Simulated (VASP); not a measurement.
# CdS in VASP: notebook

Runs on CdS. Level: PBE. Tasks: relaxation of the atoms.

Program: VASP 6.6.1. These are calculated values, not measurements. Logs are shortened: lines on timing, memory, paths and dates and some standing lists are left out, and cuts for length are marked.

## (1) The cell of the first run

It takes space group F-43m (No. 216, cubic). Conventional cell: a = 5.833 Å, b = 5.833 Å, c = 5.833 Å, α = 90.00°, β = 90.00°, γ = 90.00°. Cd (site symmetry -43m) has 4 S at 2.53 Å within 3.3 Å. Within 3.3 Å of S (site symmetry -43m) lie 4 Cd at 2.53 Å.

## (2) Relaxation of the atoms, PBE

File INCAR:

```
ALGO = Normal ; EDIFF = 1E-6
EDIFFG = -0.02 ; ENCUT = 520
GGA = PE ; IBRION = 2
ISIF = 2 ; ISMEAR = -1
LASPH = True ; LCHARG = False
LREAL = False ; LWAVE = False
NELM = 80 ; NSW = 80
PREC = Accurate ; SIGMA = 0.02
```

File KPOINTS:

```
k-points
0
Gamma
  13 13 13
```

File POSCAR:

```
CdS
1.0
    0.0000000000      2.9165000000      2.9165000000
    2.9165000000      0.0000000000      2.9165000000
    2.9165000000      2.9165000000      0.0000000000
Cd S
1 1
Direct
    0.0000000000      0.0000000000      0.0000000000
    0.2500000000      0.2500000000      0.2500000000
```

Potentials or basis: VASP PAW PBE potentials, release 64 (Cd, S).

Started as:

```console
$ cat potpaw_PBE.64/Cd/POTCAR potpaw_PBE.64/S/POTCAR > POTCAR
$ mpirun -np 1 vasp_std > vasp.out
```

OUTCAR:

```text
EDIFF = 1E-6
   EDIFFG = -0.02
   ENCUT = 520
   GGA = PE
   IBRION = 2
   ISIF = 2
   ISMEAR = -1
   LASPH = True
   LREAL = False
   NELM = 80
   NSW = 80
   PREC = Accurate

 ion  position               nearest neighbor table
   1  0.000  0.000  0.000-   2 2.53   2 2.53   2 2.53   2 2.53
   2  0.250  0.250  0.250-   1 2.53   1 2.53   1 2.53   1 2.53

  LATTYP: Found a face centered cubic cell.
 ALAT       =     5.8330000000

  Lattice vectors:

 A1 = (   0.0000000000,   2.9165000000,   2.9165000000)
 A2 = (   2.9165000000,   0.0000000000,   2.9165000000)
 A3 = (   2.9165000000,   2.9165000000,   0.0000000000)

Analysis of symmetry for initial positions (statically):
=====================================================================
 Subroutine PRICEL returns:
 Original cell was already a primitive cell.

 Routine SETGRP: Setting up the symmetry group for a
 face centered cubic supercell.

 Subroutine GETGRP returns: Found 24 space group operations
 (whereof 24 operations were pure point group operations)
 out of a pool of 48 trial point group operations.

The static configuration has the point symmetry T_d .

Analysis of symmetry for dynamics (positions and initial velocities):
=====================================================================
 Subroutine PRICEL returns:
 Original cell was already a primitive cell.

 Routine SETGRP: Setting up the symmetry group for a
 face centered cubic supercell.

 Subroutine GETGRP returns: Found 24 space group operations
 (whereof 24 operations were pure point group operations)
 out of a pool of 48 trial point group operations.

The dynamic configuration has the point symmetry T_d .

 Subroutine INISYM returns: Found 24 space group operations
 (whereof 24 operations are pure point group operations),
 and found     1 'primitive' translations

----------------------------------------------------------------------------------------

                                     Primitive cell

  volume of cell :      49.6153

  direct lattice vectors                    reciprocal lattice vectors
     0.000000000  2.916500000  2.916500000    -0.171438368  0.171438368  0.171438368
     2.916500000  0.000000000  2.916500000     0.171438368 -0.171438368  0.171438368
     2.916500000  2.916500000  0.000000000     0.171438368  0.171438368 -0.171438368

  length of vectors
     4.124553855  4.124553855  4.124553855     0.296939964  0.296939964  0.296939964

  position of ions in fractional coordinates (direct lattice)
     0.000000000  0.000000000  0.000000000
     0.250000000  0.250000000  0.250000000

  ion indices of the primitive-cell ions
   primitive index   ion index
                 1           1
                 2           2

----------------------------------------------------------------------------------------

 KPOINTS: k-points

Automatic generation of k-mesh.
 Grid dimensions read from file:
 generate k-points for:   13   13   13

 Generating k-lattice:

  Cartesian coordinates                     Fractional coordinates (reciprocal lattice)
    -0.013187567  0.013187567  0.013187567     0.076923077  0.000000000  0.000000000
     0.013187567 -0.013187567  0.013187567     0.000000000  0.076923077  0.000000000
     0.013187567  0.013187567 -0.013187567     0.000000000  0.000000000  0.076923077

  Length of vectors
     0.022841536  0.022841536  0.022841536

  Shift w.r.t. Gamma in fractional coordinates (k-lattice)
     0.000000000  0.000000000  0.000000000

 Subroutine IBZKPT returns following result:
 ===========================================

 Found     84 irreducible k-points:

 Following reciprocal coordinates:
            Coordinates               Weight
  0.000000  0.000000  0.000000      1.000000
  0.076923  0.000000  0.000000      8.000000
  0.153846  0.000000  0.000000      8.000000
  0.230769  0.000000  0.000000      8.000000
  0.307692  0.000000  0.000000      8.000000
  0.384615  0.000000  0.000000      8.000000
[... 16 lines left out ...]
  0.384615  0.153846  0.000000     24.000000
  0.461538  0.153846  0.000000     24.000000
 [... further k-points ...]
   k-points           NKPTS =     84   k-points in BZ     NKDIM =     84   number of bands    NBANDS=     13
   number of dos      NEDOS =    301   number of ions     NIONS =      2
   total plane-waves  NPLWV =  32768
   dimension x,y,z NGX =    32 NGY =   32 NGZ =   32
   dimension x,y,z NGXF=    64 NGYF=   64 NGZF=   64
   ions per type =               1   1
   NGX,Y,Z   is equivalent  to a cutoff of  12.90, 12.90, 12.90 a.u.
   NGXF,Y,Z  is equivalent  to a cutoff of  25.80, 25.80, 25.80 a.u.
 SYSTEM =  unknown system
   PREC   = accura    normal or accurate (medium, high low for compatibility)
   ISTART =      0    job   : 0-new  1-cont  2-samecut
   ICHARG =      2    charge: 1-file 2-atom 10-const
   ISPIN  =      1    spin polarized calculation?
   LNONCOLLINEAR =      F non collinear calculations
   LSORBIT =      F    spin-orbit coupling
   LASPH  =      T    aspherical Exc in radial PAW
   ENCUT  =  520.0 eV  38.22 Ry    6.18 a.u.   7.67  7.67  7.67*2*pi/ulx,y,z
   NELM   =     80;   NELMIN=  2; NELMDL= -5     # of ELM steps
   EDIFF  = 0.1E-05   stopping-criterion for ELM
   LREAL  =      F    real-space projection
   EDIFFG = -.2E-01   stopping-criterion for IOM
   NSW    =     80    number of steps for IOM
   IBRION =      2    ionic relax: 0-MD 1-quasi-New 2-CG
   NFREE  =      1    steps in history (QN), initial steepest desc. (CG)
   ISIF   =      2    stress and relaxation
   ISYM   =      2    0-nonsym 1-usesym 2-fastsym
   POTIM  = 0.5000    time-step for ionic-motion
   TEBEG  =    0.0;   TEEND  =   0.0 temperature during run
   PSTRESS=    0.0 pullay stress
   NELECT =      18.0000    total number of electrons
   NUPDOWN=      -1.0000    fix difference up-down
   EMIN   =  10.00;   EMAX   =-10.00  energy-range for DOS
   EFERMI =   0.00;   METHOD = LEGACY
   ISMEAR =    -1;   SIGMA  =   0.02  broadening in eV -4-tet -1-fermi 0-gaus
   EFERMI_NEDOS =   21; number of points for ismear=-14 and -15
   IALGO  =     38    algorithm
   IMIX   =      4    mixing-type and parameters
     AMIX     =   0.40;   BMIX     =  1.00
     AMIX_MAG =   1.60;   BMIX_MAG =  1.00
  volume/ion in A,a.u.               =      24.81       167.41
  Fermi-wavevector in a.u.,A,eV,Ry     =   1.167599  2.206442 18.548649  1.363287
  Thomas-Fermi vector in A             =   2.304097
   LORBIT       =      0    0 simple, 1 ext, 2 COOP (PROOUT), +10 PAW based schemes
   GGA     = PE    functional components
   LHFCALC =     F    Hartree Fock is set to
   AEXX    =    0.0000 exact exchange contribution
   IVDW    =     0    specifies the selected vdW correction
   LEPSILON=     F    determine dielectric tensor
   LRPA    =     F    only Hartree local field effects (RPA)
 conjugate gradient relaxation of ions
 non-spin polarized calculation
  energy-cutoff  :      520.00
  volume of cell :       49.62
 maximum number of plane-waves:      1363
   NGX = 15   NGY = 15   NGZ = 15

 number of electron      18.0000004 magnetization

 Free energy of the ion-electron system (eV)
  ---------------------------------------------------
  ext. energy  EPLUGINS =         0.00000000
  ---------------------------------------------------
  free energy    TOTEN  =        -6.12158678 eV

  energy without entropy =       -6.12158678  energy(sigma->0) =       -6.12158678

 E-fermi :   1.7091     XC(G=0):  -9.1499

 val. band max:        1.3138616421   @ k =   0.0000   0.0000   0.0000
 cond. band min:       2.4637717008   @ k =   0.0000   0.0000   0.0000
 fundamental gap:      1.1499100586
 Fermi energy:         1.7091250693

 k-point     1 :       0.0000    0.0000    0.0000
  band No.  band energies     occupation
      1     -11.0559      2.00000
      2      -6.4140      2.00000
      3      -6.4140      2.00000
      4      -6.4140      2.00000
      5      -5.9340      2.00000
      6      -5.9340      2.00000
      7       1.3139      2.00000
      8       1.3139      2.00000
      9       1.3139      2.00000
     10       2.4638      0.00000
     11       7.8609      0.00000
     12       7.8609      0.00000
     13       7.8609      0.00000

 k-point     2 :       0.0769    0.0000    0.0000
  band No.  band energies     occupation
      1     -11.0317      2.00000
      2      -6.4050      2.00000
      3      -6.4050      2.00000
      4      -6.3944      2.00000
      5      -5.9346      2.00000
      6      -5.9346      2.00000
      7       0.8144      2.00000
      8       1.2655      2.00000
      9       1.2655      2.00000
     10       2.8955      0.00000
     11       7.7369      0.00000
     12       7.9428      0.00000
     13       7.9428      0.00000

 k-point     3 :       0.1538    0.0000    0.0000
  band No.  band energies     occupation
      1     -10.9643      2.00000
      2      -6.3812      2.00000
      3      -6.3812      2.00000
      4      -6.3302      2.00000
      5      -5.9350      2.00000
      6      -5.9350      2.00000
      7      -0.0457      2.00000
      8       1.1358      2.00000
      9       1.1358      2.00000
     10       3.5326      0.00000
     11       7.5431      0.00000
     12       8.1420      0.00000
     13       8.1420      0.00000

 k-point     4 :       0.2308    0.0000    0.0000
  band No.  band energies     occupation
      1     -10.8689      2.00000
      2      -6.3503      2.00000
      3      -6.3503      2.00000
      4      -6.2083      2.00000
      5      -5.9315      2.00000
      6      -5.9315      2.00000
      7      -0.9564      2.00000
      8       0.9622      2.00000
      9       0.9622      2.00000
     10       4.0162      0.00000
     11       7.5608      0.00000
     12       8.3343      0.00000
     13       8.3343      0.00000

 k-point     5 :       0.3077    0.0000    0.0000
  band No.  band energies     occupation
      1     -10.7674      2.00000
      2      -6.3222      2.00000
      3      -6.3222      2.00000
      4      -6.0194      2.00000
      5      -5.9218      2.00000
      6      -5.9217      2.00000
      7      -1.8265      2.00000
      8       0.7876      2.00000
      9       0.7876      2.00000
     10       4.2585      0.00000
     11       7.8958      0.00000
     12       8.4069      0.00000
     13       8.4069      0.00000
[... 257 lines left out ...]
 k-point    22 :       0.3077    0.1538    0.0000
  band No.  band energies     occupation
      1     -10.7731      2.00000
      2      -6.3103      2.00000
      3      -6.2802      2.00000
      4      -6.1412      2.00000
      5      -5.9344      2.00000
      6      -5.8975      2.00000
      7      -1.3227      2.00000
      8       0.4473      2.00000
      9       0.4485      2.00000
     10       4.8261      0.00000
     11       6.7662      0.00000
     12       8.5672      0.00000
     13       9.0409      0.00000

 k-point    23 :       0.3846    0.1538    0.0000
  band No.  band energies     occupation
      1     -10.6861      2.00000
      2      -6.2904      2.00000
      3      -6.2561      2.00000
      4      -6.0288      2.00000
      5      -5.8894      2.00000
      6      -5.8238      2.00000
      7      -2.0496      2.00000
      8       0.2043      2.00000
      9       0.3234      2.00000
     10       5.0376      0.00000
     11       7.0986      0.00000
     12       8.4542      0.00000
     13       9.0608      0.00000

 k-point    24 :       0.4615    0.1538    0.0000
  band No.  band energies     occupation
      1     -10.6220      2.00000
      2      -6.2781      2.00000
      3      -6.2446      2.00000
      4      -5.9743      2.00000
      5      -5.8877      2.00000
      6      -5.6240      2.00000
      7      -2.6389      2.00000
      8      -0.0196      2.00000
      9       0.2814      2.00000
     10       5.1097      0.00000
     11       7.3509      0.00000
     12       8.7047      0.00000
     13       8.9642      0.00000

 [... further k-points ...]
[... 5 lines left out ...]
  --------------------------------------------------------------------------------------
  -------------------------------------------------------------------------------------
  Total        0.9948241      0.9948241      0.9948241      0.0000000      0.0000000     -0.0000000
  in kB       32.1248366     32.1248366     32.1248366      0.0000000      0.0000000     -0.0000000
  external PRESSURE =      32.1248366 kB  Pullay stress =       0.0000000 kB

 VOLUME and BASIS-vectors are now :
 -----------------------------------------------------------------------------
  energy-cutoff  :      520.00
  volume of cell :       49.62
      direct lattice vectors                 reciprocal lattice vectors
     0.000000000  2.916500000  2.916500000    -0.171438368  0.171438368  0.171438368
     2.916500000  0.000000000  2.916500000     0.171438368 -0.171438368  0.171438368
     2.916500000  2.916500000  0.000000000     0.171438368  0.171438368 -0.171438368

 POSITION                                       TOTAL-FORCE (eV/Angst)
 -----------------------------------------------------------------------------------
      0.00000      0.00000      0.00000        -0.000000     -0.000000     -0.000000
      1.45825      1.45825      1.45825         0.000000      0.000000      0.000000
 -----------------------------------------------------------------------------------
    total drift:                               -0.000000     -0.000000     -0.000000

  FREE ENERGIE OF THE ION-ELECTRON SYSTEM (eV)
  ---------------------------------------------------
  free  energy   TOTEN  =        -6.1215867756 eV

  energy  without entropy=       -6.1215867756  energy(sigma->0) =       -6.12158678

 reached required accuracy - stopping structural energy minimisation
```

It took 16 s on 1 thread of Intel Xeon 6975P-C (Granite Rapids), shared host; peak memory 0.21 GiB.

What came out:

```yaml
Free_energy: -6.1216 eV
Pressure_after_relaxing: 3.2 GPa
Band_gap_on_the_k_mesh: 1.15 eV
```

Final structure:
```
Cd S
1.0
     0.00000    2.91650    2.91650
     2.91650    0.00000    2.91650
     2.91650    2.91650    0.00000
Cd S
1 1
Direct
  0.00000 0.00000 0.00000
  0.25000 0.25000 0.25000
```

Caveat: the relaxation stopped at its first step, so nothing moved; an odd mesh through Γ misses points on the zone boundary, where band edges can lie.

## (3) Relaxation of the atoms, PBE (25.30 Å³/atom)

This run uses another cell than the first one, of 25.30 Å³/atom.

File INCAR:

```
SYSTEM = CdS
PREC     = Accurate       ! precision mode
ENCUT    = 520            ! plane-wave cutoff, eV
EDIFF    = 1E-6           ! SCF threshold, eV
ISMEAR   = -1             ! smearing method
SIGMA    = 0.02           ! smearing width, eV
LREAL    = .False.        ! projectors in reciprocal space
LASPH    = .True.         ! aspherical terms in the spheres
NELM     = 80             ! most SCF steps
ALGO     = Normal         ! electronic algorithm
ISIF     = 2              ! what is computed and relaxed
LWAVE    = .False.        ! write WAVECAR
LCHARG   = .False.        ! write CHGCAR
GGA      = PE             ! functional
IBRION   = 2              ! ionic algorithm
NSW      = 80             ! ionic steps
EDIFFG   = -0.02          ! ionic threshold
```

File KPOINTS:

```
regular mesh
0
Gamma
  13 13 13
  0 0 0
```

File POSCAR:

```
CdS
1.0
    0.0000000000      2.9358151324      2.9358151324
    2.9358151324      0.0000000000      2.9358151324
    2.9358151324      2.9358151324      0.0000000000
Cd S
1 1
Direct
    0.0000000000      0.0000000000      0.0000000000
    0.2500000000      0.2500000000      0.2500000000
```

Potentials or basis: VASP PAW PBE potentials, release 64 (Cd, S).

Started as:

```console
$ cat potpaw_PBE.64/Cd/POTCAR potpaw_PBE.64/S/POTCAR > POTCAR
$ mpirun -np 1 vasp_std > vasp.out
```

Run time: 16 s. Hardware: 1 thread of Intel Xeon 6975P-C (Granite Rapids), shared host; peak memory 0.21 GiB.

Results (log left out):

```
Free energy             : -6.1376 eV
Pressure after relaxing : 1.9 GPa
Band gap on the k mesh  : 1.11 eV
```

Final structure:
```cif
data_structure
_symmetry_space_group_name_H-M 'P 1'
_symmetry_Int_Tables_number 1
_cell_length_a 4.1519
_cell_length_b 4.1519
_cell_length_c 4.1519
_cell_angle_alpha 60.000
_cell_angle_beta 60.000
_cell_angle_gamma 60.000
_cell_volume 50.61
loop_
_atom_site_label
_atom_site_type_symbol
_atom_site_fract_x
_atom_site_fract_y
_atom_site_fract_z
_atom_site_occupancy
Cd1 Cd 0.00000 0.00000 0.00000 1
S1 S 0.25000 0.25000 0.25000 1
```

Levels at points of the mesh, in eV from the valence-band top:
| k point | band 6 | band 7 | band 8 | band 9 | band 10 | band 11 | band 12 | band 13 |
| --- | --- | --- | --- | --- | --- | --- | --- | --- |
| (0.00, 0.00, 0.00) | -7.20 | 0.00 | 0.00 | 0.00 | 1.11 | 6.55 | 6.55 | 6.55 |

Caveat: the relaxation stopped at its first step, so nothing moved; an odd mesh through Γ misses points on the zone boundary, where band edges can lie.

## (4) Relaxation of the atoms, PBE (z stretched by +1 %)

File INCAR:

```
ALGO     = Normal         # electronic algorithm
EDIFF    = 1E-6           # SCF threshold, eV
EDIFFG   = -0.02          # ionic threshold
ENCUT    = 520            # plane-wave cutoff, eV
GGA      = PE             # functional
IBRION   = 2              # ionic algorithm
ISIF     = 2              # what is computed and relaxed
ISMEAR   = -1             # smearing method
LASPH    = T              # aspherical terms in the spheres
LCHARG   = F              # write CHGCAR
LREAL    = F              # projectors in reciprocal space
LWAVE    = F              # write WAVECAR
NELM     = 60             # most SCF steps
NSW      = 80             # ionic steps
PREC     = Accurate       # precision mode
SIGMA    = 0.02           # smearing width, eV
```

File KPOINTS:

```
k-points
0
Gamma
  13 13 13
```

File POSCAR:

```
CdS
1.0
    0.0000000000      2.9165000000      2.9456650000
    2.9165000000      0.0000000000      2.9456650000
    2.9165000000      2.9165000000      0.0000000000
Cd S
1 1
Direct
    0.0000000000      0.0000000000      0.0000000000
    0.2500000000      0.2500000000      0.2500000000
```

Started as:

```console
$ cat potpaw_PBE.64/Cd/POTCAR potpaw_PBE.64/S/POTCAR > POTCAR
$ mpirun -np 1 vasp_std > vasp.out
```

Wall time 2.6 min (1 thread of Oxide Virtual Turin-like, shared host); peak memory 0.24 GiB.

Results (log left out):

```yaml
Free_energy: -6.1304 eV
Pressure_after_relaxing: 2.5 GPa
Band_gap_on_the_k_mesh: 1.12 eV
```

Stress tensor (GPa, compression positive):
```
2.61 0.00 0.00
0.00 2.61 0.00
0.00 0.00 2.43
```

Final structure:
```cif
data_structure
_symmetry_space_group_name_H-M 'P 1'
_symmetry_Int_Tables_number 1
_cell_length_a 4.1452
_cell_length_b 4.1452
_cell_length_c 4.1246
_cell_angle_alpha 60.165
_cell_angle_beta 60.165
_cell_angle_gamma 59.670
_cell_volume 50.11
loop_
_atom_site_label
_atom_site_type_symbol
_atom_site_fract_x
_atom_site_fract_y
_atom_site_fract_z
_atom_site_occupancy
Cd1 Cd 0.00000 0.00000 0.00000 1
S1 S 0.25000 0.25000 0.25000 1
```

Levels at points of the mesh, in eV from the valence-band top:
| k point | band 5 | band 6 | band 7 | band 8 | band 9 | band 10 | band 11 | band 12 | band 13 |
| --- | --- | --- | --- | --- | --- | --- | --- | --- | --- |
| (0.00, 0.00, 0.00) | -7.24 | -7.23 | -0.03 | 0.00 | 0.00 | 1.12 | 6.54 | 6.54 | 6.54 |

Caveat: the cell differs from its parent crystal (z stretched by +1 %); the relaxation stopped at its first step, so nothing moved; an odd mesh through Γ misses points on the zone boundary, where band edges can lie.

## (5) Summary

```csv
cell,gap on the mesh (eV),pressure (GPa)
"atoms relaxed from a = 4.125 Å, angles 60.0°, 2 atoms",1.15,3.2
"atoms relaxed from a = 4.152 Å, angles 60.0°, 2 atoms",1.11,1.9
"atoms relaxed from a = 4.145, b = 4.145, c = 4.125 Å, angles 60.2, 60.2, 59.7°, 2 atoms",1.12,2.5
```

Alike in all rows: task relaxation of the atoms; level PBE; potentials or basis VASP PAW PBE potentials, release 64 (Cd, S); no spin polarisation; k mesh 13 × 13 × 13; cutoff (eV) 520; smearing fermi-dirac 0.02 eV.

Caveats: the relaxation stopped at its first step, so nothing moved; an odd mesh through Γ misses points on the zone boundary, where band edges can lie.

Total energies depend on the potentials used, so only differences within one code and one set of settings carry meaning.
